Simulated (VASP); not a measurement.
# PbS (P1) in VASP: single point with PBEsol

Aim: the single point of PbS with PBEsol.

Everything below comes from runs of VASP 6.6.1. Logs are shortened: lines on timing, memory, paths and dates and some standing lists are left out, and cuts for length are marked.

## (1) The cell of the first run

The typed cell holds 16 atoms: a = 8.397 Å, b = 8.397 Å, c = 5.955 Å, α = 90.00°, β = 90.00°, γ = 90.00°.

## (2) Single point, PBEsol

INCAR

```
SYSTEM = PbS
PREC     = Accurate       ! precision mode
ENCUT    = 520            ! plane-wave cutoff, eV
EDIFF    = 1E-7           ! SCF threshold, eV
ISMEAR   = -1             ! smearing method
SIGMA    = 0.052          ! smearing width, eV
LREAL    = Auto         
LASPH    = .True.         ! aspherical terms in the spheres
NELM     = 80             ! most SCF steps
ALGO     = Normal         ! electronic algorithm
ISIF     = 2              ! what is computed and relaxed
LWAVE    = .False.        ! write WAVECAR
LCHARG   = .False.        ! write CHGCAR
GGA      = PS             ! functional
NBANDS   = 94             ! bands
```

KPOINTS

```
Automatic mesh
0
Gamma
  2 2 2
  0 0 0
```

POSCAR

```
PbS
1.0
    8.3969062117      0.0000000000      0.0000000000
    0.0000000000      8.3970756195      0.0000000000
    0.0000000000      0.0000000000      5.9549033865
Pb S
8 8
Direct
    0.1271121736      0.3755452663      0.7577706483
    0.6183186842      0.3730578528      0.7482143220
    0.8692133526      0.1204795629      0.2443985915
    0.3745901074      0.1236948489      0.2458350547
    0.1321818980      0.8836401309      0.7470700549
    0.6234475970      0.8747207162      0.7570564470
    0.8775622609      0.6232353068      0.2619258280
    0.3775448862      0.6250518916      0.2460441261
    0.8812981607      0.1202018471      0.7650036792
    0.3750708797      0.1229893652      0.7442617810
    0.1261556308      0.3743054299      0.2385570189
    0.6207627987      0.3790954309      0.2267736204
    0.8786356325      0.6250654678      0.7449178789
    0.3828554135      0.6407177027      0.7434293577
    0.1130075740      0.8573385934      0.2355776255
    0.6224024502      0.8839993036      0.2477393678
```

Potentials or basis: VASP PAW PBE potentials, release 64 (Pb_d, S).

Started as:

```sh
$ cat potpaw_PBE.64/Pb_d/POTCAR potpaw_PBE.64/S/POTCAR > POTCAR
$ mpirun -np 1 vasp_std > vasp.out
```

OUTCAR:

```text
SYSTEM = PbS
   PREC = Accurate
   ENCUT = 520
   EDIFF = 1E-7
   ISMEAR = -1
   LREAL = Auto
   LASPH = .True.
   NELM = 80
   ISIF = 2
   GGA = PS

 ion  position               nearest neighbor table
   1  0.127  0.376  0.758-  11 2.86  13 2.96  10 2.97   9 2.98  11 3.09  14 3.09   2 4.13   5 4.13

   2  0.618  0.373  0.748-  12 2.85  10 2.93  14 2.99  13 3.04   9 3.07  12 3.11   1 4.13
   3  0.869  0.120  0.244-   9 2.86  16 2.87  15 3.01  12 3.01  11 3.03   9 3.10   6 4.12
   4  0.375  0.124  0.246-  16 2.90  11 2.96  10 2.97  12 2.98  10 2.99  15 3.14   5 4.13   5 4.14

   5  0.132  0.884  0.747-  10 2.86   9 2.90  15 2.92  14 2.93  13 3.04  15 3.06   6 4.13   4 4.13
                             1 4.13   4 4.14
   6  0.623  0.875  0.757-  14 2.82  16 2.92  10 2.95   9 2.99  13 3.00  16 3.03   3 4.12   5 4.13
                             8 4.14
   7  0.878  0.623  0.262-  15 2.79  13 2.88  11 2.96  12 2.98  16 3.06  13 3.08
   8  0.378  0.625  0.246-  12 2.91  15 2.96  14 2.97  11 2.98  16 2.99  14 3.00   6 4.14
   9  0.881  0.120  0.765-   3 2.86   5 2.90   1 2.98   6 2.99   2 3.07   3 3.10
  10  0.375  0.123  0.744-   5 2.86   2 2.93   6 2.95   4 2.97   1 2.97   4 2.99
  11  0.126  0.374  0.239-   1 2.86   7 2.96   4 2.96   8 2.98   3 3.03   1 3.09
  12  0.621  0.379  0.227-   2 2.85   8 2.91   4 2.98   7 2.98   3 3.01   2 3.11
  13  0.879  0.625  0.745-   7 2.88   1 2.96   6 3.00   5 3.04   2 3.04   7 3.08
  14  0.383  0.641  0.743-   6 2.82   5 2.93   8 2.97   2 2.99   8 3.00   1 3.09
  15  0.113  0.857  0.236-   7 2.79   5 2.92   8 2.96   3 3.01   5 3.06   4 3.14
  16  0.622  0.884  0.248-   3 2.87   4 2.90   6 2.92   8 2.99   6 3.03   7 3.06

  LATTYP: Found a simple orthorhombic cell.
 ALAT       =     5.9549033865
 B/A-ratio  =     1.4100826943
 C/A-ratio  =     1.4101111428

  Lattice vectors:

 A1 = (   0.0000000000,   0.0000000000,   5.9549033865)
 A2 = (   8.3969062117,   0.0000000000,   0.0000000000)
 A3 = (   0.0000000000,   8.3970756195,   0.0000000000)

Analysis of symmetry for initial positions (statically):
=====================================================================
 Subroutine PRICEL returns:
 Original cell was already a primitive cell.

 Routine SETGRP: Setting up the symmetry group for a
 simple orthorhombic supercell.

 Subroutine GETGRP returns: Found  1 space group operations
 (whereof  1 operations were pure point group operations)
 out of a pool of  8 trial point group operations.

The static configuration has the point symmetry C_1 .

Analysis of symmetry for dynamics (positions and initial velocities):
=====================================================================
 Subroutine PRICEL returns:
 Original cell was already a primitive cell.

 Routine SETGRP: Setting up the symmetry group for a
 simple orthorhombic supercell.

 Subroutine GETGRP returns: Found  1 space group operations
 (whereof  1 operations were pure point group operations)
 out of a pool of  8 trial point group operations.

The dynamic configuration has the point symmetry C_1 .

 Subroutine INISYM returns: Found  1 space group operations
 (whereof  1 operations are pure point group operations),
 and found     1 'primitive' translations

----------------------------------------------------------------------------------------

                                     Primitive cell

  volume of cell :     419.8770

  direct lattice vectors                    reciprocal lattice vectors
     8.396906212  0.000000000  0.000000000     0.119091481  0.000000000  0.000000000
     0.000000000  8.397075620  0.000000000     0.000000000  0.119089079  0.000000000
     0.000000000  0.000000000  5.954903386     0.000000000  0.000000000  0.167928837

  length of vectors
     8.396906212  8.397075620  5.954903386     0.119091481  0.119089079  0.167928837

  position of ions in fractional coordinates (direct lattice)
     0.127112174  0.375545266  0.757770648
     0.618318684  0.373057853  0.748214322
     0.869213353  0.120479563  0.244398592
     0.374590107  0.123694849  0.245835055
     0.132181898  0.883640131  0.747070055
     0.623447597  0.874720716  0.757056447
[... 8 lines left out ...]
     0.113007574  0.857338593  0.235577625
     0.622402450  0.883999304  0.247739368

  ion indices of the primitive-cell ions
   primitive index   ion index
                 1           1
                 2           2
                 3           3
                 4           4
                 5           5
                 6           6
[... 8 lines left out ...]
                15          15
                16          16

----------------------------------------------------------------------------------------

 KPOINTS: Automatic mesh

Automatic generation of k-mesh.
 Grid dimensions read from file:
 generate k-points for:    2    2    2

 Generating k-lattice:

  Cartesian coordinates                     Fractional coordinates (reciprocal lattice)
     0.059545741  0.000000000  0.000000000     0.500000000  0.000000000  0.000000000
     0.000000000  0.059544539  0.000000000     0.000000000  0.500000000  0.000000000
     0.000000000  0.000000000  0.083964418     0.000000000  0.000000000  0.500000000

  Length of vectors
     0.059545741  0.059544539  0.083964418

  Shift w.r.t. Gamma in fractional coordinates (k-lattice)
     0.000000000  0.000000000  0.000000000

 Subroutine IBZKPT returns following result:
 ===========================================

 Found      8 irreducible k-points:

 Following reciprocal coordinates:
            Coordinates               Weight
  0.000000  0.000000  0.000000      1.000000
  0.500000  0.000000  0.000000      1.000000
  0.000000  0.500000  0.000000      1.000000
  0.500000  0.500000  0.000000      1.000000
  0.000000  0.000000  0.500000      1.000000
  0.500000  0.000000  0.500000      1.000000
  0.000000  0.500000  0.500000      1.000000
  0.500000  0.500000  0.500000      1.000000
   k-points           NKPTS =      8   k-points in BZ     NKDIM =      8   number of bands    NBANDS=     94
   number of dos      NEDOS =    301   number of ions     NIONS =     16
   total plane-waves  NPLWV = 196608
   dimension x,y,z NGX =    64 NGY =   64 NGZ =   48
   dimension x,y,z NGXF=   128 NGYF=  128 NGZF=   96
   ions per type =               8   8
   NGX,Y,Z   is equivalent  to a cutoff of  12.67, 12.67, 13.40 a.u.
   NGXF,Y,Z  is equivalent  to a cutoff of  25.34, 25.34, 26.80 a.u.
 SYSTEM =  PbS
   PREC   = accura    normal or accurate (medium, high low for compatibility)
   ISTART =      0    job   : 0-new  1-cont  2-samecut
   ICHARG =      2    charge: 1-file 2-atom 10-const
   ISPIN  =      1    spin polarized calculation?
   LNONCOLLINEAR =      F non collinear calculations
   LSORBIT =      F    spin-orbit coupling
   LASPH  =      T    aspherical Exc in radial PAW
   ENCUT  =  520.0 eV  38.22 Ry    6.18 a.u.  15.61 15.61 11.07*2*pi/ulx,y,z
   NELM   =     80;   NELMIN=  2; NELMDL= -5     # of ELM steps
   EDIFF  = 0.1E-06   stopping-criterion for ELM
   LREAL  =      T    real-space projection
   EDIFFG = 0.1E-05   stopping-criterion for IOM
   NSW    =      0    number of steps for IOM
   IBRION =     -1    ionic relax: 0-MD 1-quasi-New 2-CG
   NFREE  =      0    steps in history (QN), initial steepest desc. (CG)
   ISIF   =      2    stress and relaxation
   ISYM   =      2    0-nonsym 1-usesym 2-fastsym
   POTIM  = 0.5000    time-step for ionic-motion
   TEBEG  =    0.0;   TEEND  =   0.0 temperature during run
   PSTRESS=    0.0 pullay stress
   NELECT =     160.0000    total number of electrons
   NUPDOWN=      -1.0000    fix difference up-down
   EMIN   =  10.00;   EMAX   =-10.00  energy-range for DOS
   EFERMI =   0.00;   METHOD = LEGACY
   ISMEAR =    -1;   SIGMA  =   0.05  broadening in eV -4-tet -1-fermi 0-gaus
   EFERMI_NEDOS =   21; number of points for ismear=-14 and -15
   IALGO  =     38    algorithm
   IMIX   =      4    mixing-type and parameters
     AMIX     =   0.40;   BMIX     =  1.00
     AMIX_MAG =   1.60;   BMIX_MAG =  1.00
  volume/ion in A,a.u.               =      26.24       177.09
  Fermi-wavevector in a.u.,A,eV,Ry     =   1.186882  2.242881 19.166369  1.408688
  Thomas-Fermi vector in A             =   2.323045
   LORBIT       =      0    0 simple, 1 ext, 2 COOP (PROOUT), +10 PAW based schemes
   GGA     = PS    functional components
   LHFCALC =     F    Hartree Fock is set to
   AEXX    =    0.0000 exact exchange contribution
   IVDW    =     0    specifies the selected vdW correction
   LEPSILON=     F    determine dielectric tensor
   LRPA    =     F    only Hartree local field effects (RPA)
 non-spin polarized calculation
  energy-cutoff  :      520.00
  volume of cell :      419.88
 maximum number of plane-waves:     11336
 NGX is ok and might be reduce to    64
   NGX = 31   NGY = 31   NGZ = 23

 number of electron     159.9999996 magnetization

 Free energy of the ion-electron system (eV)
  ---------------------------------------------------
  ext. energy  EPLUGINS =         0.00000000
  ---------------------------------------------------
  free energy    TOTEN  =       -73.92909358 eV

  energy without entropy =      -73.91403854  energy(sigma->0) =      -73.92156606

 E-fermi :   5.7542     XC(G=0):  -9.8520

 val. band max:        5.6233887860   @ k =   0.0000   0.0000   0.5000
 cond. band min:       5.8883733602   @ k =   0.0000   0.0000   0.5000
 fundamental gap:      0.2649845742
 Fermi energy:         5.7541778918

 k-point     1 :       0.0000    0.0000    0.0000
  band No.  band energies     occupation
      1     -11.3171      2.00000
      2     -11.2932      2.00000
      3     -11.2829      2.00000
      4     -11.2264      2.00000
      5     -11.2112      2.00000
      6     -11.2098      2.00000
[... 84 lines left out ...]
     91       9.4068      0.00000
     92       9.6119      0.00000

 k-point     2 :       0.5000    0.0000    0.0000
  band No.  band energies     occupation
      1     -11.3039      2.00000
      2     -11.2706      2.00000
      3     -11.2524      2.00000
      4     -11.2394      2.00000
      5     -11.2256      2.00000
      6     -11.2199      2.00000
[... 84 lines left out ...]
     91       9.3183      0.00000
     92       9.5206      0.00000

 k-point     3 :       0.0000    0.5000    0.0000
  band No.  band energies     occupation
      1     -11.3039      2.00000
      2     -11.2710      2.00000
      3     -11.2532      2.00000
      4     -11.2360      2.00000
      5     -11.2257      2.00000
      6     -11.2212      2.00000
[... 84 lines left out ...]
     91       9.3340      0.00000
     92       9.4486      0.00000

 k-point     4 :       0.5000    0.5000    0.0000
  band No.  band energies     occupation
      1     -11.3002      2.00000
      2     -11.2671      2.00000
      3     -11.2480      2.00000
      4     -11.2363      2.00000
      5     -11.2246      2.00000
      6     -11.2060      2.00000
[... 84 lines left out ...]
     91       9.9242      0.00000
     92      10.0385      0.00000

 k-point     5 :       0.0000    0.0000    0.5000
  band No.  band energies     occupation
      1     -11.2578      2.00000
      2     -11.2538      2.00000
      3     -11.2285      2.00000
      4     -11.2226      2.00000
      5     -11.2141      2.00000
      6     -11.2040      2.00000
[... 84 lines left out ...]
     91       7.5620      0.00000
     92       7.5842      0.00000

 k-point     6 :       0.5000    0.0000    0.5000
  band No.  band energies     occupation
      1     -11.2524      2.00000
      2     -11.2359      2.00000
      3     -11.2256      2.00000
      4     -11.2108      2.00000
      5     -11.2056      2.00000
      6     -11.1964      2.00000
[... 84 lines left out ...]
     91       8.6469      0.00000
     92       8.7081      0.00000

 k-point     7 :       0.0000    0.5000    0.5000
  band No.  band energies     occupation
      1     -11.2526      2.00000
      2     -11.2352      2.00000
      3     -11.2260      2.00000
      4     -11.2155      2.00000
      5     -11.2073      2.00000
      6     -11.1976      2.00000
[... 84 lines left out ...]
     91       8.7257      0.00000
     92       8.7544      0.00000

 k-point     8 :       0.5000    0.5000    0.5000
  band No.  band energies     occupation
      1     -11.2490      2.00000
      2     -11.2260      2.00000
      3     -11.2241      2.00000
      4     -11.2094      2.00000
      5     -11.2059      2.00000
      6     -11.1964      2.00000
[... 84 lines left out ...]
     91       7.9722      0.00000
     92       7.9984      0.00000
 [bands above 92 left out]

------------------------ aborting loop because EDIFF is reached ----------------------------------------

  FORCE on cell =-STRESS in cart. coord.  units (eV):
  Direction    XX          YY          ZZ          XY          YZ          ZX
  --------------------------------------------------------------------------------------
  -------------------------------------------------------------------------------------
  Total       -4.3932572     -4.4727163      8.5426146      0.5073779      0.1728034      0.2994020
  in kB      -16.7639023    -17.0671045     32.5971257      1.9360653      0.6593877      1.1424657
  external PRESSURE =      -0.4112937 kB  Pullay stress =       0.0000000 kB

 VOLUME and BASIS-vectors are now :
 -----------------------------------------------------------------------------
  energy-cutoff  :      520.00
  volume of cell :      419.88
      direct lattice vectors                 reciprocal lattice vectors
     8.396906212  0.000000000  0.000000000     0.119091481  0.000000000  0.000000000
     0.000000000  8.397075620  0.000000000     0.000000000  0.119089079  0.000000000
     0.000000000  0.000000000  5.954903386     0.000000000  0.000000000  0.167928837

 POSITION                                       TOTAL-FORCE (eV/Angst)
 -----------------------------------------------------------------------------------
      1.06735      3.15348      4.51245        -0.227468      0.102687      0.105973
      5.19196      3.13260      4.45554         0.251459      0.131041      0.118332
      7.29870      1.01168      1.45537         0.093242      0.069641     -0.031461
      3.14540      1.03867      1.46392        -0.009310      0.067293      0.045535
      1.10992      7.41999      4.44873        -0.267862     -0.213037      0.081056
      5.23503      7.34510      4.50820         0.251362     -0.065805      0.055312
[... 8 lines left out ...]
      0.94891      7.19914      1.40284         0.165959      0.319300     -0.062735
      5.22626      7.42301      1.47526        -0.058368     -0.067160     -0.145684
 -----------------------------------------------------------------------------------
    total drift:                               -0.010275      0.004138      0.015902

  FREE ENERGIE OF THE ION-ELECTRON SYSTEM (eV)
  ---------------------------------------------------
  free  energy   TOTEN  =       -73.9290935775 eV

  energy  without entropy=      -73.9140385414  energy(sigma->0) =      -73.92156606
```

Run time: 9.5 min. Hardware: 1 thread of Intel Xeon 8259CL, shared host; peak memory 0.56 GiB.

What came out:

* Free energy: -73.9291 eV
* Pressure: 0.0 GPa
* Largest force: 0.365 eV/Å
* Band gap on the k mesh: 0.27 eV

Forces on the atoms (eV/Å):
```
Pb  -0.227  0.103  0.106
Pb   0.251  0.131  0.118
Pb   0.093  0.070 -0.031
Pb  -0.009  0.067  0.046
Pb  -0.268 -0.213  0.081
Pb   0.251 -0.066  0.055
Pb  -0.034 -0.092 -0.009
Pb  -0.131 -0.056  0.022
S    0.011  0.320 -0.072
S    0.149  0.149  0.013
S   -0.008  0.068 -0.087
S   -0.152 -0.315 -0.049
S    0.012 -0.080 -0.046
S   -0.046 -0.340  0.061
S    0.166  0.319 -0.063
S   -0.058 -0.067 -0.146
```

Caveat: the k points lie up to 0.53 Å⁻¹ apart; the PAW data sets were made with another functional, which shifts forces and pressure a little; spin-orbit coupling is left out, which moves the levels of the heavy elements. A k mesh can miss the band edges.
